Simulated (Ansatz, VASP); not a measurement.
**One calculation of Mo, two programs**

```
Mo
1.0
     0.00000    2.00105    2.00105
     2.00105    0.00000    2.00105
     2.00105    2.00105    0.00000
Mo
1
Direct
  0.00000 0.00000 0.00000
```

Alike in both runs: functional PBE; k mesh 18 × 18 × 18; occupations fermi-dirac, width 0.05 eV; no spin polarisation.

Ansatz relaxed the structure, and its values are those at the end. VASP's run is a single point on that final structure, the one shown.

```csv
,VASP,Ansatz
version,VASP 6.6.1,Ansatz 0.2.0
potentials or method,"VASP PAW PBE potentials, release 64 (Mo_sv)","PAW with Ansatz's default frozen-core files, scalar-relativistic"
plane-wave cutoff (eV),520,420
valence electrons in the cell,14,14
```

VASP gave:

```
pressure (GPa) : 0.5
```

Question: Which values does Ansatz return?

Answer: Pressure (GPa): 0.0.

The functional is the same, so the differences come from potentials, cutoffs and numerics.
